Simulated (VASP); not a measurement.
# SiNi (P2_13) in VASP: further runs

Runs on SiNi. Level: LDA. Tasks: single point, relaxation of cell and atoms.

Program: VASP 6.6.1. These are calculated values, not measurements. Logs are shortened: lines on timing, memory, paths and dates and some standing lists are left out, and cuts for length are marked.

## Step 1: The cell of the first run

The structure is cubic, space group P2_13 (No. 198). The conventional cell has a = 4.431 Å, b = 4.431 Å, c = 4.431 Å, α = 90.00°, β = 90.00°, γ = 90.00°. Si (site symmetry 3) has 7 Ni at 2.32 to 2.40 Å and 6 Si at 2.74 Å within 3.1 Å. Ni (site symmetry 3) has 7 Si at 2.32 to 2.40 Å and 6 Ni at 2.73 Å within 3.1 Å.

## Step 2: Single point, LDA

Input file INCAR:

```
SYSTEM = SiNi
ALGO = Normal
EDIFF = 1E-6
ENCUT = 520
ISIF = 2
ISMEAR = 0
LASPH = .TRUE.
LCHARG = .FALSE.
LREAL = .FALSE.
LWAVE = .FALSE.
NBANDS = 38
NELM = 60
PREC = Accurate
SIGMA = 0.1
```

Input file KPOINTS:

```
k-points
0
G
  8 8 8
  0 0 0
```

Input file POSCAR:

```
SiNi
1.0
    4.4306934275      0.0000000000      0.0000000000
    0.0000000000      4.4306934275      0.0000000000
    0.0000000000      0.0000000000      4.4306934275
Si Ni
4 4
Direct
    0.6536881468      0.1536881468      0.3463118532
    0.1536881468      0.3463118532      0.6536881468
    0.3463118532      0.6536881468      0.1536881468
    0.8463118532      0.8463118532      0.8463118532
    0.3508010279      0.8508010279      0.6491989721
    0.8508010279      0.6491989721      0.3508010279
    0.6491989721      0.3508010279      0.8508010279
    0.1491989721      0.1491989721      0.1491989721
```

Potentials or basis: VASP PAW LDA potentials, release 64 (Si, Ni).

Run with:

```console
$ cat potpaw_LDA.64/Si/POTCAR potpaw_LDA.64/Ni/POTCAR > POTCAR
$ mpirun -np 1 vasp_std > vasp.out
```

OUTCAR:

```text
SYSTEM = SiNi
   EDIFF = 1E-6
   ENCUT = 520
   ISIF = 2
   ISMEAR = 0
   LASPH = .TRUE.
   LREAL = .FALSE.
   NELM = 60
   PREC = Accurate

 ion  position               nearest neighbor table
   1  0.654  0.154  0.346-   5 2.32   6 2.36   7 2.36   8 2.36   7 2.40   6 2.40   8 2.40   2 2.74
                             4 2.74   3 2.74   3 2.74   2 2.74   4 2.74
   2  0.154  0.346  0.654-   6 2.32   5 2.36   7 2.36   8 2.36   5 2.40   8 2.40   7 2.40   1 2.74
                             3 2.74   3 2.74   4 2.74   1 2.74   4 2.74
   3  0.346  0.654  0.154-   7 2.32   6 2.36   5 2.36   8 2.36   6 2.40   5 2.40   8 2.40   1 2.74
                             2 2.74   2 2.74   1 2.74   4 2.74   4 2.74
   4  0.846  0.846  0.846-   8 2.32   6 2.36   7 2.36   5 2.36   7 2.40   6 2.40   5 2.40   2 2.74
                             3 2.74   1 2.74   1 2.74   2 2.74   3 2.74
   5  0.351  0.851  0.649-   1 2.32   2 2.36   3 2.36   4 2.36   3 2.40   2 2.40   4 2.40   8 2.73
                             8 2.73   6 2.73   7 2.73   7 2.73   6 2.73
   6  0.851  0.649  0.351-   2 2.32   1 2.36   3 2.36   4 2.36   1 2.40   4 2.40   3 2.40   8 2.73
                             5 2.73   7 2.73   8 2.73   7 2.73   5 2.73
   7  0.649  0.351  0.851-   3 2.32   2 2.36   1 2.36   4 2.36   2 2.40   1 2.40   4 2.40   8 2.73
                             5 2.73   6 2.73   6 2.73   5 2.73   8 2.73
   8  0.149  0.149  0.149-   4 2.32   2 2.36   3 2.36   1 2.36   3 2.40   2 2.40   1 2.40   5 2.73
                             6 2.73   7 2.73   5 2.73   6 2.73   7 2.73

  LATTYP: Found a simple cubic cell.
 ALAT       =     4.4306934275

  Lattice vectors:

 A1 = (   4.4306934275,   0.0000000000,   0.0000000000)
 A2 = (   0.0000000000,   4.4306934275,   0.0000000000)
 A3 = (   0.0000000000,   0.0000000000,   4.4306934275)

Analysis of symmetry for initial positions (statically):
=====================================================================
 Subroutine PRICEL returns:
 Original cell was already a primitive cell.

 Routine SETGRP: Setting up the symmetry group for a
 simple cubic supercell.

 Subroutine GETGRP returns: Found 12 space group operations
 (whereof  3 operations were pure point group operations)
 out of a pool of 48 trial point group operations.

The static configuration has the point symmetry C_3 .
 The point group associated with its full space group is T   .

Analysis of symmetry for dynamics (positions and initial velocities):
=====================================================================
 Subroutine PRICEL returns:
 Original cell was already a primitive cell.

 Routine SETGRP: Setting up the symmetry group for a
 simple cubic supercell.

 Subroutine GETGRP returns: Found 12 space group operations
 (whereof  3 operations were pure point group operations)
 out of a pool of 48 trial point group operations.

The dynamic configuration has the point symmetry C_3 .
 The point group associated with its full space group is T   .

 Subroutine INISYM returns: Found 12 space group operations
 (whereof  3 operations are pure point group operations),
 and found     1 'primitive' translations

----------------------------------------------------------------------------------------

                                     Primitive cell

  volume of cell :      86.9791

  direct lattice vectors                    reciprocal lattice vectors
     4.430693427  0.000000000  0.000000000     0.225698306  0.000000000  0.000000000
     0.000000000  4.430693427  0.000000000     0.000000000  0.225698306  0.000000000
     0.000000000  0.000000000  4.430693427     0.000000000  0.000000000  0.225698306

  length of vectors
     4.430693427  4.430693427  4.430693427     0.225698306  0.225698306  0.225698306

  position of ions in fractional coordinates (direct lattice)
     0.653688147  0.153688147  0.346311853
     0.153688147  0.346311853  0.653688147
     0.346311853  0.653688147  0.153688147
     0.846311853  0.846311853  0.846311853
     0.350801028  0.850801028  0.649198972
     0.850801028  0.649198972  0.350801028
     0.649198972  0.350801028  0.850801028
     0.149198972  0.149198972  0.149198972

  ion indices of the primitive-cell ions
   primitive index   ion index
                 1           1
                 2           2
                 3           3
                 4           4
                 5           5
                 6           6
                 7           7
                 8           8

----------------------------------------------------------------------------------------

 KPOINTS: k-points

Automatic generation of k-mesh.
 Grid dimensions read from file:
 generate k-points for:    8    8    8

 Generating k-lattice:

  Cartesian coordinates                     Fractional coordinates (reciprocal lattice)
     0.028212288  0.000000000  0.000000000     0.125000000  0.000000000  0.000000000
     0.000000000  0.028212288  0.000000000     0.000000000  0.125000000  0.000000000
     0.000000000  0.000000000  0.028212288     0.000000000  0.000000000  0.125000000

  Length of vectors
     0.028212288  0.028212288  0.028212288

  Shift w.r.t. Gamma in fractional coordinates (k-lattice)
     0.000000000  0.000000000  0.000000000

 Subroutine IBZKPT returns following result:
 ===========================================

 Found     45 irreducible k-points:

 Following reciprocal coordinates:
            Coordinates               Weight
  0.000000  0.000000  0.000000      1.000000
  0.125000  0.000000  0.000000      6.000000
  0.250000  0.000000  0.000000      6.000000
  0.375000  0.000000  0.000000      6.000000
  0.500000  0.000000  0.000000      3.000000
  0.125000  0.125000  0.000000     12.000000
[... 16 lines left out ...]
  0.250000  0.125000  0.125000     24.000000
  0.375000  0.125000  0.125000     24.000000
 [... further k-points ...]
   k-points           NKPTS =     45   k-points in BZ     NKDIM =     45   number of bands    NBANDS=     38
   number of dos      NEDOS =    301   number of ions     NIONS =      8
   total plane-waves  NPLWV =  46656
   dimension x,y,z NGX =    36 NGY =   36 NGZ =   36
   dimension x,y,z NGXF=    72 NGYF=   72 NGZF=   72
   ions per type =               4   4
   NGX,Y,Z   is equivalent  to a cutoff of  13.51, 13.51, 13.51 a.u.
   NGXF,Y,Z  is equivalent  to a cutoff of  27.02, 27.02, 27.02 a.u.
 SYSTEM =  SiNi
   PREC   = accura    normal or accurate (medium, high low for compatibility)
   ISTART =      0    job   : 0-new  1-cont  2-samecut
   ICHARG =      2    charge: 1-file 2-atom 10-const
   ISPIN  =      1    spin polarized calculation?
   LNONCOLLINEAR =      F non collinear calculations
   LSORBIT =      F    spin-orbit coupling
   LASPH  =      T    aspherical Exc in radial PAW
   ENCUT  =  520.0 eV  38.22 Ry    6.18 a.u.   8.24  8.24  8.24*2*pi/ulx,y,z
   NELM   =     60;   NELMIN=  2; NELMDL= -5     # of ELM steps
   EDIFF  = 0.1E-05   stopping-criterion for ELM
   LREAL  =      F    real-space projection
   EDIFFG = 0.1E-04   stopping-criterion for IOM
   NSW    =      0    number of steps for IOM
   IBRION =     -1    ionic relax: 0-MD 1-quasi-New 2-CG
   NFREE  =      0    steps in history (QN), initial steepest desc. (CG)
   ISIF   =      2    stress and relaxation
   ISYM   =      2    0-nonsym 1-usesym 2-fastsym
   POTIM  = 0.5000    time-step for ionic-motion
   TEBEG  =    0.0;   TEEND  =   0.0 temperature during run
   PSTRESS=    0.0 pullay stress
   NELECT =      56.0000    total number of electrons
   NUPDOWN=      -1.0000    fix difference up-down
   EMIN   =  10.00;   EMAX   =-10.00  energy-range for DOS
   EFERMI =   0.00;   METHOD = LEGACY
   ISMEAR =     0;   SIGMA  =   0.10  broadening in eV -4-tet -1-fermi 0-gaus
   EFERMI_NEDOS =   21; number of points for ismear=-14 and -15
   IALGO  =     38    algorithm
   IMIX   =      4    mixing-type and parameters
     AMIX     =   0.40;   BMIX     =  1.00
     AMIX_MAG =   1.60;   BMIX_MAG =  1.00
  volume/ion in A,a.u.               =      10.87        73.37
  Fermi-wavevector in a.u.,A,eV,Ry     =   1.413619  2.671353 27.188789  1.998320
  Thomas-Fermi vector in A             =   2.535246
   LORBIT       =      0    0 simple, 1 ext, 2 COOP (PROOUT), +10 PAW based schemes
   GGA     = CA    functional components
   LHFCALC =     F    Hartree Fock is set to
   AEXX    =    0.0000 exact exchange contribution
   IVDW    =     0    specifies the selected vdW correction
   LEPSILON=     F    determine dielectric tensor
   LRPA    =     F    only Hartree local field effects (RPA)
 non-spin polarized calculation
 Gauss-broadening in eV      SIGMA  =   0.10
  energy-cutoff  :      520.00
  volume of cell :       86.98
 maximum number of plane-waves:      2360
 NGX is ok and might be reduce to    36
   NGX = 17   NGY = 17   NGZ = 17

 number of electron      56.0000004 magnetization

 Free energy of the ion-electron system (eV)
  ---------------------------------------------------
  ext. energy  EPLUGINS =         0.00000000
  ---------------------------------------------------
  free energy    TOTEN  =       -54.27546772 eV

  energy without entropy =      -54.26551391  energy(sigma->0) =      -54.27049081

 E-fermi :  12.6009     XC(G=0): -13.0104

 val. band max:       12.5546986157   @ k =  -0.1250   0.3750   0.0000
 cond. band min:      12.6569065366   @ k =   0.2500   0.2500   0.0000
 fundamental gap:      0.1022079209
 Fermi energy:        12.6008585655

 k-point     1 :       0.0000    0.0000    0.0000
  band No.  band energies     occupation
      1      -2.0232      2.00000
      2       3.5374      2.00000
      3       3.5374      2.00000
      4       3.5374      2.00000
      5       6.0317      2.00000
      6       6.0317      2.00000
[... 30 lines left out ...]
     37      17.2375      0.00000
     38      17.2375      0.00000

 k-point     2 :       0.1250    0.0000    0.0000
  band No.  band energies     occupation
      1      -1.9071      2.00000
      2       2.7369      2.00000
      3       3.6127      2.00000
      4       4.0831      2.00000
      5       5.6327      2.00000
      6       6.0976      2.00000
[... 30 lines left out ...]
     37      16.5718      0.00000
     38      17.7365      0.00000
[... 859 lines left out ...]
     37      17.4820      0.00000
     38      17.9575      0.00000

 k-point    24 :       0.3750    0.1250    0.1250
  band No.  band energies     occupation
      1      -0.7759      2.00000
      2       0.8854      2.00000
      3       3.5470      2.00000
      4       4.4541      2.00000
      5       5.2583      2.00000
      6       5.9509      2.00000
[... 30 lines left out ...]
     37      17.2735      0.00000
     38      18.3622      0.00000

 [... further k-points ...]
[... 5 lines left out ...]
  --------------------------------------------------------------------------------------
  -------------------------------------------------------------------------------------
  Total        0.1739317      0.1739317      0.1739317      0.0000000      0.0000000     -0.0000000
  in kB        3.2038642      3.2038642      3.2038642      0.0000000      0.0000000     -0.0000000
  external PRESSURE =       3.2038642 kB  Pullay stress =       0.0000000 kB

 VOLUME and BASIS-vectors are now :
 -----------------------------------------------------------------------------
  energy-cutoff  :      520.00
  volume of cell :       86.98
      direct lattice vectors                 reciprocal lattice vectors
     4.430693427  0.000000000  0.000000000     0.225698306  0.000000000  0.000000000
     0.000000000  4.430693427  0.000000000     0.000000000  0.225698306  0.000000000
     0.000000000  0.000000000  4.430693427     0.000000000  0.000000000  0.225698306

 POSITION                                       TOTAL-FORCE (eV/Angst)
 -----------------------------------------------------------------------------------
      2.89629      0.68095      1.53440        -0.001842     -0.001842      0.001842
      0.68095      1.53440      2.89629        -0.001842      0.001842     -0.001842
      1.53440      2.89629      0.68095         0.001842     -0.001842     -0.001842
      3.74975      3.74975      3.74975         0.001842      0.001842      0.001842
      1.55429      3.76964      2.87640         0.000838      0.000838     -0.000838
      3.76964      2.87640      1.55429         0.000838     -0.000838      0.000838
      2.87640      1.55429      3.76964        -0.000838      0.000838      0.000838
      0.66105      0.66105      0.66105        -0.000838     -0.000838     -0.000838
 -----------------------------------------------------------------------------------
    total drift:                                0.000000     -0.000000     -0.000000

  FREE ENERGIE OF THE ION-ELECTRON SYSTEM (eV)
  ---------------------------------------------------
  free  energy   TOTEN  =       -54.2754677175 eV

  energy  without entropy=      -54.2655139068  energy(sigma->0) =      -54.27049081
```

Run time: 56 s. Hardware: 1 thread of Intel Xeon 6975P-C (Granite Rapids), shared host; peak memory 0.24 GiB.

What came out:

| Item | Value |
| --- | --- |
| Free energy | -54.2755 eV |
| Pressure | 0.3 GPa |
| Largest force | 0.003 eV/Å |
| Band gap on the k mesh | zero (band 28 reaches 13.69 eV, above the bottom of band 29 at 12.41 eV) |

Forces on the atoms (eV/Å):
```
Si  -0.002 -0.002  0.002
Si  -0.002  0.002 -0.002
Si   0.002 -0.002 -0.002
Si   0.002  0.002  0.002
Ni   0.001  0.001 -0.001
Ni   0.001 -0.001  0.001
Ni  -0.001  0.001  0.001
Ni  -0.001 -0.001 -0.001
```

Spin polarisation is off, so any magnetic state and its effect on volume and gap are missing.

## Step 3: Relaxation of cell and atoms, LDA

This run uses another cell than the first one, of 11.53 Å³/atom, 1.061 times its volume.

Input file INCAR:

```
  ALGO = Normal
  EDIFF = 1E-6
  EDIFFG = -0.005
  ENCUT = 600
  GGA = CA
  IBRION = 2
  ISIF = 3
  ISMEAR = 0
  LASPH = True
  LCHARG = False
  LREAL = False
  LWAVE = False
  NELM = 80
  NSW = 70
  PREC = Accurate
  SIGMA = 0.1
```

Input file KPOINTS:

```
k-points
0
Gamma
  8 8 8
```

Input file POSCAR:

```
SiNi
1.0
    4.5186046085      0.0000000000      0.0000000000
    0.0000000000      4.5186046085      0.0000000000
    0.0000000000      0.0000000000      4.5186046085
Si Ni
4 4
Direct
    0.6535143069      0.1535143069      0.3464856931
    0.1535143069      0.3464856931      0.6535143069
    0.3464856931      0.6535143069      0.1535143069
    0.8464856931      0.8464856931      0.8464856931
    0.3510316317      0.8510316317      0.6489683683
    0.8510316317      0.6489683683      0.3510316317
    0.6489683683      0.3510316317      0.8510316317
    0.1489683683      0.1489683683      0.1489683683
```

Potentials or basis: VASP PAW LDA potentials, release 64 (Si, Ni).

Run with:

```console
$ cat potpaw_LDA.64/Si/POTCAR potpaw_LDA.64/Ni/POTCAR > POTCAR
$ mpirun -np 1 vasp_std > vasp.out
```

Wall time 8.7 min (1 thread of Intel Xeon 6975P-C (Granite Rapids), shared host); peak memory 0.26 GiB.

It converged, with:

```yaml
Free_energy: -54.2779 eV
Relaxed_volume: 10.89 Å³/atom
Relaxed_cell: a = 4.433 Å, b = 4.433 Å, c = 4.433 Å, α = 90.00°, β = 90.00°, γ = 90.00°
Space_group_after_relaxing_to_0.05_Å: P2_13 (No. 198)
Energy_gained_by_relaxing: 22.8 meV/atom
Ionic_steps: 24
Pressure_after_relaxing: 0.0 GPa
Largest_force_after_relaxing: 0.003 eV/Å
Band_gap_on_the_k_mesh: zero (band 28 reaches 13.66 eV, above the bottom of band 29 at 12.39 eV)
```

Forces on the atoms (eV/Å):
```
Si  -0.001 -0.001  0.001
Si  -0.001  0.001 -0.001
Si   0.001 -0.001 -0.001
Si   0.001  0.001  0.001
Ni  -0.002 -0.002  0.002
Ni  -0.002  0.002 -0.002
Ni   0.002 -0.002 -0.002
Ni   0.002  0.002  0.002
```

The path:
| step | energy change (eV) | largest force (eV/Å) | pressure (GPa) | volume (Å³) |
| --- | --- | --- | --- | --- |
| 1 | 0.0000 | 0.0454 | -10.74 | 92.26 |
| 2 | 0.0137 | 0.0744 | 13.90 | 82.32 |
| 3 | -0.1821 | 0.0117 | -0.11 | 87.15 |
| 4 | -0.1821 | 0.0129 | 0.16 | 87.05 |
| 5 | -0.1821 | 0.0083 | -0.17 | 87.17 |
| 6 | -0.1821 | 0.0105 | -0.11 | 87.12 |
| 7 | -0.1821 | 0.0113 | -0.05 | 87.10 |
| 8 | -0.1821 | 0.0113 | -0.01 | 87.10 |
| 9 | -0.1821 | 0.0107 | -0.22 | 87.10 |
| 10 | -0.1821 | 0.0120 | 0.13 | 87.10 |
| 11 | -0.1821 | 0.0077 | -0.07 | 87.17 |
| 12 | -0.1821 | 0.0087 | -0.25 | 87.16 |
| 13 | -0.1821 | 0.0101 | -0.05 | 87.13 |
| 14 | -0.1821 | 0.0103 | -0.08 | 87.12 |
| 15 | -0.1821 | 0.0109 | -0.12 | 87.11 |
| 16 | -0.1821 | 0.0110 | -0.06 | 87.11 |
| 17 | -0.1821 | 0.0114 | 0.22 | 87.10 |
| 18 | -0.1821 | 0.0108 | -0.18 | 87.11 |
| 19 | -0.1821 | 0.0118 | 0.09 | 87.10 |
| 20 | -0.1821 | 0.0107 | -0.01 | 87.10 |
| 21 | -0.1821 | 0.0107 | -0.01 | 87.11 |
| 22 | -0.1821 | 0.0106 | -0.01 | 87.11 |
| 23 | -0.1821 | 0.0093 | -0.08 | 87.10 |
| 24 | -0.1822 | 0.0033 | 0.04 | 87.09 |

Final structure:
```
Si Ni
1.0
     4.43260    0.00000    0.00000
     0.00000    4.43260    0.00000
     0.00000    0.00000    4.43260
Si Ni
4 4
Direct
  0.65369 0.15369 0.34631
  0.15369 0.34631 0.65369
  0.34631 0.65369 0.15369
  0.84631 0.84631 0.84631
  0.35093 0.85093 0.64907
  0.85093 0.64907 0.35093
  0.64907 0.35093 0.85093
  0.14907 0.14907 0.14907
```

Levels at points of the mesh, in eV from the Fermi level:
| k point | band 26 | band 27 | band 28 | band 29 | band 30 | band 31 |
| --- | --- | --- | --- | --- | --- | --- |
| (0.00, 0.00, 0.00) | -1.73 | -1.73 | 1.08 | 1.08 | 1.08 | 1.42 |
| (0.50, 0.00, 0.00) | -2.13 | -0.66 | -0.66 | -0.19 | -0.19 | 2.87 |
| (0.50, 0.50, 0.00) | -1.64 | -1.03 | -1.03 | 0.39 | 0.39 | 0.91 |
| (0.50, 0.50, 0.50) | -1.91 | -1.91 | -1.91 | 4.37 | 4.37 | 4.37 |

Spin polarisation is off, so any magnetic state and its effect on volume and gap are missing.
